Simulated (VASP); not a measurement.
The system is BaZrO3.

```
Ba Zr O
1.0
     4.19134    0.00000    0.00000
     0.00000    4.19134    0.00000
     0.00000    0.00000    4.19134
Ba Zr O
1 1 3
Cartesian
  0.0000 0.0000 0.0000
  2.0957 2.0957 2.0957
  0.0000 2.0957 2.0957
  2.0957 0.0000 2.0957
  2.0957 2.0957 0.0000
```

| Quantity | Value |
| --- | --- |
| Program | VASP 6.6.1 |
| Task | relaxation of cell and atoms |
| Functional | PBE |
| Potentials or basis | VASP PAW PBE potentials, release 64 (Ba_sv, Zr_sv, O) |
| Cutoff | 600 eV |
| k mesh | 6 × 6 × 6 |
| Occupations | gaussian, width 0.01 eV |
| Spin | no spin polarisation |

At the start: pressure 4.9 GPa; volume 14.73 Å³/atom.

**Question.** How do energy, volume and symmetry change on relaxing?

**Answer.** Over 3 steps the energy falls by 6.9 meV/atom and the volume is 15.19 Å³/atom (+3.2 %); space group Pm-3m (No. 221, to 0.05 Å).

The path:
```
step  energy change (eV)  largest force (eV/Å)  pressure (GPa)  volume (Å³)
   1              0.0000                0.0000            4.94        73.63
   2              0.0053                0.0000           -4.71        78.58
   3             -0.0347                0.0000           -0.03        75.96
```

Final structure:
```
CELL_PARAMETERS angstrom
4.23507 0.00000 0.00000
0.00000 4.23507 0.00000
0.00000 0.00000 4.23507
ATOMIC_POSITIONS crystal
Ba 0.00000 0.00000 0.00000
Zr 0.50000 0.50000 0.50000
O 0.00000 0.50000 0.50000
O 0.50000 0.00000 0.50000
O 0.50000 0.50000 0.00000
```
